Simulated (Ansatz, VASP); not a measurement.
As2Se in VASP and in Ansatz

```
As Se
1.0
     1.86739    1.07814    5.36711
    -1.86739    1.07814    5.36711
     0.00000   -2.15627    5.36711
As Se
2 1
Cartesian
  0.0000 0.0000 3.4968
  0.0000 0.0000 12.6045
  0.0000 0.0000 0.0000
```

Change from the starting cell: species swapped into the CdBr2 type (R-3m, No. 166).

Alike in both runs: functional PBE; k mesh 6 × 6 × 6; occupations gaussian, width 0.1 eV; no spin polarisation.

Ansatz relaxed the structure, and its values are those at the end. VASP's run is a single point on that final structure, the one shown.

```csv
,VASP,Ansatz
version,VASP 6.6.1,Ansatz 0.2.0
potentials or method,"VASP PAW PBE potentials, release 64 (As, Se), cutoff 520 eV","scalar-relativistic, plane waves, PAW"
valence electrons in the cell,16,46
```

```csv
,VASP,Ansatz,Ansatz less VASP
gap on the k mesh at the Fermi level (eV),none,none,-
pressure (GPa),0.1,0.0,-0.08
rms of the force components (eV/Å),0.005,0.000,-0.0050
```

A gap of «none» marks a metal or a gap that the smearing closes. The functional is the same, so the differences come from potentials, cutoffs and numerics. VASP's potentials hold 16 valence electrons a cell and Ansatz's 46, so a difference there can come from the potentials and not from the codes.
